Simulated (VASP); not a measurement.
# Ag6HAu6 (a cell with a defect) in VASP: a series of runs

Ag6HAu6 (a cell with a defect) is run at these levels: LDA; tasks: single point.

All numbers are computed with VASP 6.6.1; they aren't measurements. Logs are shortened: lines on timing, memory, paths and dates and some standing lists are left out, and cuts for length are marked.

**1. The cell of the first run**

The cell holds a defect, 13 atoms: a = 5.870 Å, b = 8.806 Å, c = 4.697 Å, α = 90.00°, β = 90.00°, γ = 120.00°.

**2. Single point, LDA**

File INCAR:

```
SYSTEM = Ag6HAu6
PREC = Accurate
ENCUT = 520
EDIFF = 1E-7
ISMEAR = -1
SIGMA = 0.05
LREAL = .False.
LASPH = .True.
NELM = 60
ALGO = Normal
ISIF = 2
LWAVE = .False.
LCHARG = .False.
GGA = CA
NBANDS = 78
```

File KPOINTS:

```
Automatic mesh
0
Gamma
  3 2 3
  0 0 0
```

File POSCAR:

```
Ag6HAu6
1.0
    5.8703330000      0.0000000000      0.0000000000
   -4.4027500000      7.6257870000      0.0000000000
    0.0000000000      0.0000000000      4.6969050000
Ag Au H
6 6 1
Direct
    0.0406064062     -0.0047077108      0.5320311993
    0.0351564781      0.3564091155      0.4574288814
   -0.0358394469      0.6490739907      0.4373092494
    0.5071751042      0.0006556700      0.5306473092
    0.5562120257      0.3541536106      0.4375434462
    0.6044579569      0.7073237162      0.5437623286
    0.3204629630      0.0995569375      0.0131150194
    0.3147745548      0.4299884064     -0.0521620088
    0.3031102133      0.7238334876     -0.0576975689
    0.8480937772      0.1371399437      0.0303604182
    0.7807016742      0.4031977290     -0.0781791414
    0.8167131080      0.8315207335      0.0272732789
   -0.0683153902      0.6082257477      1.0327439026
```

Potentials or basis: VASP PAW LDA potentials, release 64 (Ag, Au, H).

Started as:

```
$ cat potpaw_LDA.64/Ag/POTCAR potpaw_LDA.64/Au/POTCAR potpaw_LDA.64/H/POTCAR > POTCAR
$ mpirun -np 1 vasp_std > vasp.out
```

OUTCAR:

```text
SYSTEM = Ag6HAu6
   PREC = Accurate
   ENCUT = 520
   EDIFF = 1E-7
   ISMEAR = -1
   LREAL = .False.
   LASPH = .True.
   NELM = 60
   ISIF = 2
   GGA = CA

 ion  position               nearest neighbor table
   1  0.041  0.995  0.532-   6 2.55   7 2.67  12 2.71   4 2.72  12 2.74   7 2.82   3 2.89  10 3.12
                             5 3.13  10 3.13   4 3.16   2 3.22
   2  0.035  0.356  0.457-  10 2.61   8 2.71  11 2.79   8 2.79   5 2.80   3 2.81  11 3.06   5 3.07
                             4 3.14  10 3.17   1 3.22   6 3.25
   3  0.964  0.649  0.437-  13 1.93   6 2.46   5 2.50   2 2.81   1 2.89  12 2.90   9 2.91  11 2.95
                             9 2.95  11 3.06   4 3.17  12 3.52   6 3.57
   4  0.507  0.001  0.531-   1 2.72   7 2.84   9 2.86   6 2.91  10 2.92  10 2.93   7 2.97   5 3.01
                             2 3.14   1 3.16   3 3.17   9 3.48  11 3.58
   5  0.556  0.354  0.438-   3 2.50  11 2.55  11 2.69   7 2.80   2 2.80   8 2.95   4 3.01   6 3.02
                             8 3.02   2 3.07   1 3.13   7 3.34
   6  0.604  0.707  0.544-   3 2.46   1 2.55  12 2.56   9 2.63  12 2.70   8 2.88   4 2.91   5 3.02
                             2 3.25   9 3.37   8 3.54   3 3.57
   7  0.320  0.100  0.013-   1 2.67  12 2.71  11 2.72   5 2.80   1 2.82   4 2.84   8 2.94  10 2.95
                            10 2.95   4 2.97   9 3.28   5 3.34
   8  0.315  0.430  0.948-   9 2.62  10 2.69   2 2.71   2 2.79  11 2.86   6 2.88   7 2.94   5 2.95
                             5 3.02  11 3.03  12 3.30   6 3.54
   9  0.303  0.724  0.942-  13 1.94   8 2.62   6 2.63  12 2.70   4 2.86   3 2.91   3 2.95  11 2.95
                             7 3.28   6 3.37  12 3.45  10 3.47   4 3.48
  10  0.848  0.137  0.030-  12 2.60  11 2.61   2 2.61   8 2.69   4 2.92   4 2.93   7 2.95   7 2.95
                             1 3.12   1 3.13   2 3.17   9 3.47
  11  0.781  0.403  0.922-  13 1.65   5 2.55  10 2.61   5 2.69   7 2.72   2 2.79   8 2.86   3 2.95
                             9 2.95   8 3.03   2 3.06   3 3.06   4 3.58
  12  0.817  0.832  0.027-   6 2.56  10 2.60   6 2.70   9 2.70   1 2.71   7 2.71   1 2.74   3 2.90
                             8 3.30   9 3.45   3 3.52
  13  0.932  0.608  0.033-  11 1.65   3 1.93   9 1.94

  LATTYP: Found a simple monoclinic cell.
 ALAT       =     5.8703330000
 B/A-ratio  =     0.8001087843
 C/A-ratio  =     1.3228757713
 COS(beta)  =    -0.1889821878

  Lattice vectors:

 A1 = (   5.8703330000,   0.0000000000,   0.0000000000)
 A2 = (   0.0000000000,   0.0000000000,   4.6969050000)
 A3 = (  -1.4675830000,  -7.6257870000,   0.0000000000)

Analysis of symmetry for initial positions (statically):
=====================================================================
 Subroutine PRICEL returns:
 Original cell was already a primitive cell.

 Routine SETGRP: Setting up the symmetry group for a
 simple monoclinic supercell.

 Subroutine GETGRP returns: Found  1 space group operations
 (whereof  1 operations were pure point group operations)
 out of a pool of  4 trial point group operations.

The static configuration has the point symmetry C_1 .

Analysis of symmetry for dynamics (positions and initial velocities):
=====================================================================
 Subroutine PRICEL returns:
 Original cell was already a primitive cell.

 Routine SETGRP: Setting up the symmetry group for a
 simple monoclinic supercell.

 Subroutine GETGRP returns: Found  1 space group operations
 (whereof  1 operations were pure point group operations)
 out of a pool of  4 trial point group operations.

The dynamic configuration has the point symmetry C_1 .

 Subroutine INISYM returns: Found  1 space group operations
 (whereof  1 operations are pure point group operations),
 and found     1 'primitive' translations

----------------------------------------------------------------------------------------

                                     Primitive cell

  volume of cell :     210.2612

  direct lattice vectors                    reciprocal lattice vectors
     5.870333000  0.000000000  0.000000000     0.170348088  0.098350510  0.000000000
    -4.402750000  7.625787000  0.000000000     0.000000000  0.131134006  0.000000000
     0.000000000  0.000000000  4.696905000     0.000000000  0.000000000  0.212906158

  length of vectors
     5.870333000  8.805500266  4.696905000     0.196701026  0.131134006  0.212906158
[... 69 lines left out ...]
|                                                                             |
 -----------------------------------------------------------------------------

 Subroutine IBZKPT returns following result:
 ===========================================

 Found     10 irreducible k-points:

 Following reciprocal coordinates:
            Coordinates               Weight
  0.000000  0.000000  0.000000      1.000000
  0.333333  0.000000  0.000000      2.000000
  0.000000  0.500000  0.000000      1.000000
  0.333333  0.500000  0.000000      2.000000
  0.000000  0.000000  0.333333      2.000000
  0.333333  0.000000  0.333333      2.000000
 -0.333333 -0.000000  0.333333      2.000000
  0.000000  0.500000  0.333333      2.000000
  0.333333  0.500000  0.333333      2.000000
 -0.333333  0.500000  0.333333      2.000000
   k-points           NKPTS =     10   k-points in BZ     NKDIM =     10   number of bands    NBANDS=     78
   number of dos      NEDOS =    301   number of ions     NIONS =     13
   total plane-waves  NPLWV = 120960
   dimension x,y,z NGX =    48 NGY =   70 NGZ =   36
   dimension x,y,z NGXF=    96 NGYF=  140 NGZF=   72
   ions per type =               6   6   1
   NGX,Y,Z   is equivalent  to a cutoff of  13.59, 13.22, 12.74 a.u.
   NGXF,Y,Z  is equivalent  to a cutoff of  27.19, 26.43, 25.48 a.u.
 SYSTEM =  Ag6HAu6
   PREC   = accura    normal or accurate (medium, high low for compatibility)
   ISTART =      0    job   : 0-new  1-cont  2-samecut
   ICHARG =      2    charge: 1-file 2-atom 10-const
   ISPIN  =      1    spin polarized calculation?
   LNONCOLLINEAR =      F non collinear calculations
   LSORBIT =      F    spin-orbit coupling
   LASPH  =      T    aspherical Exc in radial PAW
   ENCUT  =  520.0 eV  38.22 Ry    6.18 a.u.  10.91 16.37  8.73*2*pi/ulx,y,z
   NELM   =     60;   NELMIN=  2; NELMDL= -5     # of ELM steps
   EDIFF  = 0.1E-06   stopping-criterion for ELM
   LREAL  =      F    real-space projection
   EDIFFG = 0.1E-05   stopping-criterion for IOM
   NSW    =      0    number of steps for IOM
   IBRION =     -1    ionic relax: 0-MD 1-quasi-New 2-CG
   NFREE  =      0    steps in history (QN), initial steepest desc. (CG)
   ISIF   =      2    stress and relaxation
   ISYM   =      2    0-nonsym 1-usesym 2-fastsym
   POTIM  = 0.5000    time-step for ionic-motion
   TEBEG  =    0.0;   TEEND  =   0.0 temperature during run
   PSTRESS=    0.0 pullay stress
   NELECT =     133.0000    total number of electrons
   NUPDOWN=      -1.0000    fix difference up-down
   EMIN   =  10.00;   EMAX   =-10.00  energy-range for DOS
   EFERMI =   0.00;   METHOD = LEGACY
   ISMEAR =    -1;   SIGMA  =   0.05  broadening in eV -4-tet -1-fermi 0-gaus
   EFERMI_NEDOS =   21; number of points for ismear=-14 and -15
   IALGO  =     38    algorithm
   IMIX   =      4    mixing-type and parameters
     AMIX     =   0.40;   BMIX     =  1.00
     AMIX_MAG =   1.60;   BMIX_MAG =  1.00
  volume/ion in A,a.u.               =      16.17       109.15
  Fermi-wavevector in a.u.,A,eV,Ry     =   1.405311  2.655652 26.870116  1.974898
  Thomas-Fermi vector in A             =   2.527785
   LORBIT       =      0    0 simple, 1 ext, 2 COOP (PROOUT), +10 PAW based schemes
   GGA     = CA    functional components
   LHFCALC =     F    Hartree Fock is set to
   AEXX    =    0.0000 exact exchange contribution
   IVDW    =     0    specifies the selected vdW correction
   LEPSILON=     F    determine dielectric tensor
   LRPA    =     F    only Hartree local field effects (RPA)
 non-spin polarized calculation
  energy-cutoff  :      520.00
  volume of cell :      210.26
 maximum number of plane-waves:      5668
 NGX is ok and might be reduce to    48
   NGX = 21   NGY = 33   NGZ = 17

 number of electron     132.9999998 magnetization

 Free energy of the ion-electron system (eV)
  ---------------------------------------------------
  ext. energy  EPLUGINS =         0.00000000
  ---------------------------------------------------
  free energy    TOTEN  =       -49.53085831 eV

  energy without entropy =      -49.48004105  energy(sigma->0) =      -49.50544968

 E-fermi :   8.3728     XC(G=0): -12.6116

 val. band max:        8.3677262407   @ k =  -0.3333   0.5000   0.3333
 cond. band min:       8.3884275587   @ k =   0.0000   0.5000   0.0000
 fundamental gap:      0.0207013180
 Fermi energy:         8.3727762249

 k-point     1 :       0.0000    0.0000    0.0000
  band No.  band energies     occupation
      1      -1.2093      2.00000
      2       0.4795      2.00000
      3       1.1961      2.00000
      4       1.4976      2.00000
      5       1.7251      2.00000
      6       1.7830      2.00000
[... 799 lines left out ...]
     77      14.9917      0.00000
     78      15.4093      0.00000

------------------------ aborting loop because EDIFF is reached ----------------------------------------

  FORCE on cell =-STRESS in cart. coord.  units (eV):
  Direction    XX          YY          ZZ          XY          YZ          ZX
  --------------------------------------------------------------------------------------
  -------------------------------------------------------------------------------------
  Total        7.0380292      9.7131278      3.6099735      1.4569784      2.8941147     -0.8349944
  in kB       53.6293415     74.0134247     27.5077718     11.1020840     22.0529724     -6.3626047
  external PRESSURE =      51.7168460 kB  Pullay stress =       0.0000000 kB

 VOLUME and BASIS-vectors are now :
 -----------------------------------------------------------------------------
  energy-cutoff  :      520.00
  volume of cell :      210.26
      direct lattice vectors                 reciprocal lattice vectors
     5.870333000  0.000000000  0.000000000     0.170348088  0.098350510  0.000000000
    -4.402750000  7.625787000  0.000000000     0.000000000  0.131134006  0.000000000
     0.000000000  0.000000000  4.696905000     0.000000000  0.000000000  0.212906158

 POSITION                                       TOTAL-FORCE (eV/Angst)
 -----------------------------------------------------------------------------------
     -4.14365      7.58989      2.49890         0.055623      1.332694     -0.577955
     -1.36280      2.71790      2.14850         0.414494      0.224363      0.314822
      2.80223      4.94970      2.05400         2.452376      1.242092     -0.017958
      2.97440      0.00500      2.49240         0.432621      0.021664     -0.165500
      1.70590      2.70070      2.05510        -1.794182     -1.628437     -0.406974
      0.43420      5.39390      2.55400        -2.430737     -1.395838     -0.985169
      1.44290      0.75920      0.06160         0.399284     -0.234622      0.325278
     -0.04530      3.27900      4.45191         1.146012     -0.049715      0.053801
     -1.40750      5.51980      4.42591        -1.280010      0.701786      0.455601
      4.37480      1.04580      0.14260        -0.283709     -1.058924     -0.275725
      2.80780      3.07470      4.32970         0.176684      0.059222      0.337559
      1.13340      6.34100      0.12810         0.686318     -0.456597      0.905290
      2.79143      4.63820      0.15379         0.025225      1.242312      0.036930
 -----------------------------------------------------------------------------------
    total drift:                                0.000090     -0.000138     -0.000331

  FREE ENERGIE OF THE ION-ELECTRON SYSTEM (eV)
  ---------------------------------------------------
  free  energy   TOTEN  =       -49.5308583115 eV

  energy  without entropy=      -49.4800410507  energy(sigma->0) =      -49.50544968
```

Run time: 2.4 min. Hardware: 1 thread of AMD EPYC 7R13 (Zen 3), shared host; peak memory 0.31 GiB.

Results:

* Free energy: -49.5309 eV
* Pressure: 5.2 GPa
* Largest force: 2.971 eV/Å
* Band gap on the k mesh: zero (an odd number of electrons rules out a gap without spin polarisation)

Forces in eV/Å, atoms in the order of the input:
```
Ag   0.056  1.333 -0.578
Ag   0.414  0.224  0.315
Ag   2.452  1.242 -0.018
Ag   0.433  0.022 -0.166
Ag  -1.794 -1.628 -0.407
Ag  -2.431 -1.396 -0.985
Au   0.399 -0.235  0.325
Au   1.146 -0.050  0.054
Au  -1.280  0.702  0.456
Au  -0.284 -1.059 -0.276
Au   0.177  0.059  0.338
Au   0.686 -0.457  0.905
H    0.025  1.242  0.037
```

Levels at points of the mesh, in eV from the Fermi level:
```tsv
k point	band 65	band 66	band 67	band 68	band 69	band 70
(0.00, 0.00, 0.00)	-0.71	-0.35	0.33	1.01	2.28	3.03
(0.00, 0.50, 0.00)	-0.48	0.02	0.90	1.15	1.37	1.44
```

Caveat: the k points lie up to 0.45 Å⁻¹ apart, too coarse for converged energies and pressures of a metal; the atoms stand as in a frame of molecular dynamics; spin-orbit coupling is left out, which moves the levels of the heavy elements.

(Continued in part 2 of 2.)

The gap in the log of VASP goes by the Fermi energy; the results here count the filled bands.